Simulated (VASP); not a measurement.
Al2O3:

```
Al O
1.0
     3.01748    0.00000    0.00000
    -1.50874    2.61322    0.00000
     0.00000    0.00000    7.57464
Al O
2 3
Direct
  0.00000 0.00000 0.27795
  0.00000 0.00000 0.72205
  0.33333 0.66667 0.19945
  0.66667 0.33333 0.80055
  0.00000 0.00000 0.50000
```

```yaml
Program: VASP 6.6.1
Task: relaxation of cell and atoms
Functional: BLYP
Dispersion: D3(BJ)
Potentials_or_basis: VASP PAW PBE potentials, release 64 (Al, O)
Cutoff: 600 eV
k_mesh: 12 × 12 × 4
Occupations: gaussian, width 0.01 eV
Spin: no spin polarisation
```

At the start: pressure -3.3 GPa; volume 11.95 Å³/atom.

Problem. Where does the relaxation end?

Solution. Over 16 steps the energy falls by 7.8 meV/atom and the volume is 11.21 Å³/atom (-6.1 %); space group P-3m1 (No. 164, to 0.1 Å) before and after.

The path:
```tsv
step	energy change (eV)	largest force (eV/Å)	pressure (GPa)	volume (Å³)
1	0.0000	0.1450	-3.33	59.73
2	-0.0016	0.4548	3.13	57.61
3	-0.0128	0.2392	-0.13	58.62
4	-0.0134	0.2238	0.06	58.33
5	-0.0144	0.1548	-0.04	58.46
6	-0.0175	0.1564	0.02	58.28
7	-0.0260	0.1553	0.06	57.73
8	-0.0363	0.1450	0.35	56.63
9	-0.0109	0.0938	1.84	54.42
10	-0.0361	0.1480	0.79	56.29
11	-0.0381	0.1115	0.15	56.25
12	-0.0383	0.1308	-0.12	56.23
13	-0.0389	0.0597	-0.18	56.20
14	-0.0390	0.0066	-0.24	56.17
15	-0.0391	0.0050	-0.11	56.11
16	-0.0392	0.0098	0.01	56.07
```

Final structure:
```
Al O
1.0
     2.99898    0.00000    0.00000
    -1.49949    2.59719    0.00000
     0.00000    0.00000    7.19824
Al O
2 3
Direct
  0.00000 0.00000 0.26750
  0.00000 0.00000 0.73250
  0.33333 0.66667 0.18620
  0.66667 0.33333 0.81380
  0.00000 0.00000 0.50000
```

Caveat: the PAW data sets were made with another functional, which shifts forces and pressure a little.
